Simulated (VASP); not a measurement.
A run of VASP 6.6.1 is set up as follows.

File INCAR:

```
ALGO     = Normal         # electronic algorithm
EDIFF    = 1E-6           # SCF threshold, eV
ENCUT    = 520            # plane-wave cutoff, eV
GGA      = PE             # functional
ISIF     = 2              # what is computed and relaxed
ISMEAR   = -1             # smearing method
ISYM     = 0            
LASPH    = True           # aspherical terms in the spheres
LCHARG   = True           # write CHGCAR
LELF     = True           # ELF
LREAL    = Auto         
LVHAR    = True         
LWAVE    = False          # write WAVECAR
NBANDS   = 63             # bands
NELM     = 80             # most SCF steps
PREC     = Accurate       # precision mode
SIGMA    = 0.1172         # smearing width, eV
```

File KPOINTS:

```
k-points
0
Gamma
  1 1 1
```

The input POSCAR:

```
SiO2
1.0
    6.3454790000     -0.1693150000      0.1582820000
   -0.1693150000      6.4741830000     -0.2622240000
    0.1582820000     -0.2622240000      6.3280080000
Si O
6 12
Direct
    0.3760779264      0.5555992916      1.0291233991
    0.0506705202      0.2118948173      0.9019866402
    0.2368328254      0.9241935834      0.3145785159
    0.6443063301      0.2703227258      0.1880150929
    0.8254122140      0.1634661657      0.5382886456
    0.4416244484      0.8982149926      0.7307439130
    0.2347350301      0.7373674037      0.1299589223
    0.6506696511      0.3051822550      0.4478104038
    0.3595204577      0.8360399390      0.4982852613
    0.4528908919      0.0867069390      0.1801603544
    0.8327814849      0.1429908183      1.0422857091
    0.2118828187      0.3599096701      1.0230609249
    1.0400670872      1.0644068140      0.4135225672
    0.6949015796     -0.0433921038      0.6556505834
    0.5930871069      0.5219362774      0.1513302772
    0.2154172015      1.0244577455      0.7969619732
    0.4656059304      0.6655272845      0.8012667160
   -0.0883359529      0.3427037035      0.7308526044
```

Potentials or basis: VASP PAW PBE potentials, release 64 (Si, O).

Launch:

```bash
$ cat potpaw_PBE.64/Si/POTCAR potpaw_PBE.64/O/POTCAR > POTCAR
$ mpirun -np 1 vasp_gam > vasp.out
```

(1) Estimate the band gap on the k mesh.

(2) Estimate the largest force.

## Answers

(1) 3.62 eV.

(2) 3.691 eV/Å.

Caveat: the k points lie up to 1.00 Å⁻¹ apart.
